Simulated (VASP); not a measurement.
# GaAs (I-4m2) in VASP: a series of runs

The runs below take GaAs through single point, with LDA.

Everything below comes from runs of VASP 6.6.1. Logs are shortened: lines on timing, memory, paths and dates and some standing lists are left out, and cuts for length are marked.

**1. The cell of the first run**

The structure is tetragonal, space group I-4m2 (No. 119). Conventional cell: a = 3.922 Å, b = 3.922 Å, c = 5.653 Å, α = 90.00°, β = 90.00°, γ = 90.00°. Ga (site symmetry -4m2) has 4 As at 2.42 Å within 3.2 Å. Within 3.2 Å of As (site symmetry -4m2) lie 4 Ga at 2.42 Å.

**2. Single point, LDA (in-plane strain -0.01, then relaxed in part)**

File INCAR:

```
SYSTEM = GaAs
PREC     = Accurate       ! precision mode
ENCUT    = 520            ! plane-wave cutoff, eV
EDIFF    = 1E-6           ! SCF threshold, eV
ISMEAR   = 0              ! smearing method
SIGMA    = 0.01           ! smearing width, eV
LREAL    = .FALSE.        ! projectors in reciprocal space
LASPH    = .TRUE.         ! aspherical terms in the spheres
NELM     = 80             ! most SCF steps
ALGO     = Normal         ! electronic algorithm
ISIF     = 2              ! what is computed and relaxed
LWAVE    = .FALSE.        ! write WAVECAR
LCHARG   = .FALSE.        ! write CHGCAR
NBANDS   = 16             ! bands
```

File KPOINTS:

```
regular mesh
0
G
  8 8 8
  0 0 0
```

File POSCAR:

```
GaAs
1.0
    2.7734325414      2.7734325414      0.0000000000
   -2.7734325414      2.7734325414      0.0000000000
    0.0000000000      2.7734325414      2.8262946277
Ga As
1 1
Direct
    0.0000000000      0.0000000000      0.0000000000
    0.7500000000      0.2500000000      0.5000000000
```

Potentials or basis: VASP PAW LDA potentials, release 64 (Ga_d, As).

Started as:

```
$ cat potpaw_LDA.64/Ga_d/POTCAR potpaw_LDA.64/As/POTCAR > POTCAR
$ mpirun -np 1 vasp_std > vasp.out
```

OUTCAR:

```text
SYSTEM = GaAs
   PREC = Accurate
   ENCUT = 520
   EDIFF = 1E-6
   ISMEAR = 0
   LREAL = .FALSE.
   LASPH = .TRUE.
   NELM = 80
   ISIF = 2

 ion  position               nearest neighbor table
   1  0.000  0.000  0.000-   2 2.42   2 2.42   2 2.42   2 2.42
   2  0.750  0.250  0.500-   1 2.42   1 2.42   1 2.42   1 2.42

  LATTYP: Found a body centered tetragonal cell.
 ALAT       =     3.9222259144
 C/A-ratio  =     1.4411687085

  Lattice vectors:

 A1 = (   2.7734325414,   0.0000000000,  -2.8262946277)
 A2 = (  -2.7734325414,   0.0000000000,  -2.8262946277)
 A3 = (   0.0000000000,   2.7734325414,   2.8262946277)

Analysis of symmetry for initial positions (statically):
=====================================================================
 Subroutine PRICEL returns:
 Original cell was already a primitive cell.

 Routine SETGRP: Setting up the symmetry group for a
 body centered tetragonal supercell.

 Subroutine GETGRP returns: Found  8 space group operations
 (whereof  8 operations were pure point group operations)
 out of a pool of 16 trial point group operations.

The static configuration has the point symmetry D_2d.

Analysis of symmetry for dynamics (positions and initial velocities):
=====================================================================
 Subroutine PRICEL returns:
 Original cell was already a primitive cell.

 Routine SETGRP: Setting up the symmetry group for a
 body centered tetragonal supercell.

 Subroutine GETGRP returns: Found  8 space group operations
 (whereof  8 operations were pure point group operations)
 out of a pool of 16 trial point group operations.

The dynamic configuration has the point symmetry D_2d.

 Subroutine INISYM returns: Found  8 space group operations
 (whereof  8 operations are pure point group operations),
 and found     1 'primitive' translations

----------------------------------------------------------------------------------------

                                     Primitive cell

  volume of cell :      43.4793

  direct lattice vectors                    reciprocal lattice vectors
     2.773432541  2.773432541  0.000000000     0.180282012  0.180282012 -0.176910077
    -2.773432541  2.773432541  0.000000000    -0.180282012  0.180282012 -0.176910077
     0.000000000  2.773432541  2.826294628     0.000000000  0.000000000  0.353820154

  length of vectors
     3.922225914  3.922225914  3.959781482     0.310323031  0.310323031  0.353820154

  position of ions in fractional coordinates (direct lattice)
     0.000000000  0.000000000  0.000000000
     0.750000000  0.250000000  0.500000000

  ion indices of the primitive-cell ions
   primitive index   ion index
                 1           1
                 2           2

----------------------------------------------------------------------------------------

 KPOINTS: regular mesh

Automatic generation of k-mesh.
 Grid dimensions read from file:
 generate k-points for:    8    8    8

 Generating k-lattice:

  Cartesian coordinates                     Fractional coordinates (reciprocal lattice)
     0.022535252  0.022535252 -0.022113760     0.125000000  0.000000000  0.000000000
    -0.022535252  0.022535252 -0.022113760     0.000000000  0.125000000  0.000000000
     0.000000000  0.000000000  0.044227519     0.000000000  0.000000000  0.125000000

  Length of vectors
     0.038790379  0.038790379  0.044227519

  Shift w.r.t. Gamma in fractional coordinates (k-lattice)
     0.000000000  0.000000000  0.000000000

 Subroutine IBZKPT returns following result:
 ===========================================

 Found     59 irreducible k-points:

 Following reciprocal coordinates:
            Coordinates               Weight
  0.000000  0.000000  0.000000      1.000000
  0.125000  0.000000  0.000000      8.000000
  0.250000  0.000000  0.000000      8.000000
  0.375000  0.000000  0.000000      8.000000
  0.500000  0.000000  0.000000      4.000000
  0.125000  0.125000  0.000000      8.000000
[... 16 lines left out ...]
  0.250000  0.000000  0.125000      4.000000
  0.375000  0.000000  0.125000      8.000000
 [... further k-points ...]
   k-points           NKPTS =     59   k-points in BZ     NKDIM =     59   number of bands    NBANDS=     16
   number of dos      NEDOS =    301   number of ions     NIONS =      2
   total plane-waves  NPLWV =  27000
   dimension x,y,z NGX =    30 NGY =   30 NGZ =   30
   dimension x,y,z NGXF=    60 NGYF=   60 NGZF=   60
   ions per type =               1   1
   NGX,Y,Z   is equivalent  to a cutoff of  12.72, 12.72, 12.60 a.u.
   NGXF,Y,Z  is equivalent  to a cutoff of  25.43, 25.43, 25.19 a.u.
 SYSTEM =  GaAs
   PREC   = accura    normal or accurate (medium, high low for compatibility)
   ISTART =      0    job   : 0-new  1-cont  2-samecut
   ICHARG =      2    charge: 1-file 2-atom 10-const
   ISPIN  =      1    spin polarized calculation?
   LNONCOLLINEAR =      F non collinear calculations
   LSORBIT =      F    spin-orbit coupling
   LASPH  =      T    aspherical Exc in radial PAW
   ENCUT  =  520.0 eV  38.22 Ry    6.18 a.u.   7.29  7.29  7.36*2*pi/ulx,y,z
   NELM   =     80;   NELMIN=  2; NELMDL= -5     # of ELM steps
   EDIFF  = 0.1E-05   stopping-criterion for ELM
   LREAL  =      F    real-space projection
   EDIFFG = 0.1E-04   stopping-criterion for IOM
   NSW    =      0    number of steps for IOM
   IBRION =     -1    ionic relax: 0-MD 1-quasi-New 2-CG
   NFREE  =      0    steps in history (QN), initial steepest desc. (CG)
   ISIF   =      2    stress and relaxation
   ISYM   =      2    0-nonsym 1-usesym 2-fastsym
   POTIM  = 0.5000    time-step for ionic-motion
   TEBEG  =    0.0;   TEEND  =   0.0 temperature during run
   PSTRESS=    0.0 pullay stress
   NELECT =      18.0000    total number of electrons
   NUPDOWN=      -1.0000    fix difference up-down
   EMIN   =  10.00;   EMAX   =-10.00  energy-range for DOS
   EFERMI =   0.00;   METHOD = LEGACY
   ISMEAR =     0;   SIGMA  =   0.01  broadening in eV -4-tet -1-fermi 0-gaus
   EFERMI_NEDOS =   21; number of points for ismear=-14 and -15
   IALGO  =     38    algorithm
   IMIX   =      4    mixing-type and parameters
     AMIX     =   0.40;   BMIX     =  1.00
     AMIX_MAG =   1.60;   BMIX_MAG =  1.00
  volume/ion in A,a.u.               =      21.74       146.71
  Fermi-wavevector in a.u.,A,eV,Ry     =   1.220126  2.305704 20.255104  1.488708
  Thomas-Fermi vector in A             =   2.355355
   LORBIT       =      0    0 simple, 1 ext, 2 COOP (PROOUT), +10 PAW based schemes
   GGA     = CA    functional components
   LHFCALC =     F    Hartree Fock is set to
   AEXX    =    0.0000 exact exchange contribution
   IVDW    =     0    specifies the selected vdW correction
   LEPSILON=     F    determine dielectric tensor
   LRPA    =     F    only Hartree local field effects (RPA)
 non-spin polarized calculation
 Gauss-broadening in eV      SIGMA  =   0.01
  energy-cutoff  :      520.00
  volume of cell :       43.48
 maximum number of plane-waves:      1195
 NGX is ok and might be reduce to    30
   NGX = 15   NGY = 15   NGZ = 15

 number of electron      18.0000013 magnetization

 Free energy of the ion-electron system (eV)
  ---------------------------------------------------
  ext. energy  EPLUGINS =         0.00000000
  ---------------------------------------------------
  free energy    TOTEN  =        -9.63241346 eV

  energy without entropy =       -9.63241346  energy(sigma->0) =       -9.63241346

 E-fermi :   4.3127     XC(G=0): -10.0824

 val. band max:        4.2145507697   @ k =   0.0000   0.0000   0.0000
 cond. band min:       4.7962147529   @ k =   0.0000   0.0000   0.0000
 fundamental gap:      0.5816639832
 Fermi energy:         4.3127024344

 k-point     1 :       0.0000    0.0000    0.0000
  band No.  band energies     occupation
      1     -10.8322      2.00000
      2     -10.8277      2.00000
      3     -10.8277      2.00000
      4     -10.7425      2.00000
      5     -10.7406      2.00000
      6      -8.8694      2.00000
[... 8 lines left out ...]
     15      14.2414      0.00000
     16      14.6344      0.00000

 k-point     2 :       0.1250    0.0000    0.0000
  band No.  band energies     occupation
      1     -10.8449      2.00000
      2     -10.8265      2.00000
      3     -10.8237      2.00000
      4     -10.7429      2.00000
      5     -10.7406      2.00000
      6      -8.6766      2.00000
[... 8 lines left out ...]
     15      13.3531      0.00000
     16      13.6278      0.00000

 k-point     3 :       0.2500    0.0000    0.0000
  band No.  band energies     occupation
      1     -10.8782      2.00000
      2     -10.8180      2.00000
      3     -10.8152      2.00000
      4     -10.7428      2.00000
      5     -10.7397      2.00000
      6      -8.1372      2.00000
[... 8 lines left out ...]
     15      13.2548      0.00000
     16      13.2892      0.00000

 k-point     4 :       0.3750    0.0000    0.0000
  band No.  band energies     occupation
      1     -10.9076      2.00000
      2     -10.8112      2.00000
      3     -10.8084      2.00000
      4     -10.7408      2.00000
      5     -10.7369      2.00000
      6      -7.4075      2.00000
[... 8 lines left out ...]
     15      14.4170      0.00000
     16      14.5119      0.00000
[... 324 lines left out ...]
 k-point    22 :       0.0000    0.0000    0.1250
  band No.  band energies     occupation
      1     -10.8556      2.00000
      2     -10.8200      2.00000
      3     -10.8200      2.00000
      4     -10.7435      2.00000
      5     -10.7406      2.00000
      6      -8.6183      2.00000
[... 8 lines left out ...]
     15      12.9581      0.00000
     16      14.8841      0.00000

 k-point    23 :       0.2500    0.0000    0.1250
  band No.  band energies     occupation
      1     -10.8657      2.00000
      2     -10.8193      2.00000
      3     -10.8192      2.00000
      4     -10.7454      2.00000
      5     -10.7389      2.00000
      6      -8.3626      2.00000
[... 8 lines left out ...]
     15      13.4296      0.00000
     16      13.9612      0.00000

 k-point    24 :       0.3750    0.0000    0.1250
  band No.  band energies     occupation
      1     -10.8957      2.00000
      2     -10.8110      2.00000
      3     -10.8102      2.00000
      4     -10.7458      2.00000
      5     -10.7375      2.00000
      6      -7.7435      2.00000
[... 8 lines left out ...]
     15      13.8451      0.00000
     16      15.4108      0.00000

 [... further k-points ...]
[... 5 lines left out ...]
  --------------------------------------------------------------------------------------
  -------------------------------------------------------------------------------------
  Total        0.4348020      0.4348020      0.0940417      0.0000000      0.0000000      0.0000000
  in kB       16.0220997     16.0220997      3.4653608      0.0000000      0.0000000      0.0000000
  external PRESSURE =      11.8365201 kB  Pullay stress =       0.0000000 kB

 VOLUME and BASIS-vectors are now :
 -----------------------------------------------------------------------------
  energy-cutoff  :      520.00
  volume of cell :       43.48
      direct lattice vectors                 reciprocal lattice vectors
     2.773432541  2.773432541  0.000000000     0.180282012  0.180282012 -0.176910077
    -2.773432541  2.773432541  0.000000000    -0.180282012  0.180282012 -0.176910077
     0.000000000  2.773432541  2.826294628     0.000000000  0.000000000  0.353820154

 POSITION                                       TOTAL-FORCE (eV/Angst)
 -----------------------------------------------------------------------------------
      0.00000      0.00000      0.00000        -0.000000     -0.000000      0.000000
      1.38672      4.16015      1.41315         0.000000      0.000000      0.000000
 -----------------------------------------------------------------------------------
    total drift:                                0.000001     -0.000000     -0.000000

  FREE ENERGIE OF THE ION-ELECTRON SYSTEM (eV)
  ---------------------------------------------------
  free  energy   TOTEN  =        -9.6324134580 eV

  energy  without entropy=       -9.6324134580  energy(sigma->0) =       -9.63241346
```

Wall time 21 s (1 thread of AMD EPYC 9R45 (Zen 5), shared host); peak memory 0.14 GiB.

Results:

```yaml
Free_energy: -9.6324 eV
Pressure: 1.2 GPa
Band_gap_on_the_k_mesh: 0.58 eV, direct
```

Caveat: the cell differs from its parent crystal (in-plane strain -0.01, then relaxed in part). A k mesh can miss the band edges.

**3. Single point, LDA (in-plane strain -0.01)**

File INCAR:

```
  PREC = Accurate
  ENCUT = 520
  EDIFF = 1E-6
  ISMEAR = 0
  SIGMA = 0.01
  LREAL = F
  LASPH = T
  NELM = 100
  ALGO = Normal
  ISIF = 2
  LWAVE = F
  LCHARG = F
  NBANDS = 16
```

File KPOINTS:

```
regular mesh
0
Gamma
  8 8 8
```

Changes to POSCAR since step 2:

```diff
@@ -4,3 +4,3 @@
    -2.7734325414      2.7734325414      0.0000000000
-    0.0000000000      2.7734325414      2.8262946277
+    0.0000000000      2.7734325414      2.8182556936
 Ga As
```

Potentials or basis: VASP PAW LDA potentials, release 64 (Ga_d, As).

Started as:

```
$ cat potpaw_LDA.64/Ga_d/POTCAR potpaw_LDA.64/As/POTCAR > POTCAR
$ mpirun -np 1 vasp_std > vasp.out
```

It took 21 s on 1 thread of AMD EPYC 9R45 (Zen 5), shared host; peak memory 0.14 GiB.

Results (log left out):

```yaml
Free_energy: -9.6320 eV
Pressure: 1.4 GPa
Band_gap_on_the_k_mesh: 0.61 eV, direct
```

Stress tensor (GPa, compression positive):
```
1.77 0.00 0.00
0.00 1.77 0.00
0.00 0.00 0.71
```

Levels at points of the mesh, in eV from the valence-band top:
| k point | band 6 | band 7 | band 8 | band 9 | band 10 | band 11 | band 12 | band 13 |
| --- | --- | --- | --- | --- | --- | --- | --- | --- |
| (0.00, 0.00, 0.00) | -13.10 | -0.10 | 0.00 | 0.00 | 0.61 | 3.64 | 3.64 | 3.68 |
| (0.50, 0.00, 0.00) | -11.20 | -6.96 | -1.31 | -1.17 | 0.94 | 4.51 | 4.62 | 7.57 |
| (0.50, 0.50, 0.00) | -10.39 | -7.07 | -2.91 | -2.90 | 1.20 | 1.44 | 10.27 | 10.38 |
| (0.00, 0.00, 0.50) | -10.45 | -7.17 | -2.80 | -2.80 | 1.30 | 1.60 | 10.34 | 10.34 |

Caveat: the cell differs from its parent crystal (in-plane strain -0.01).
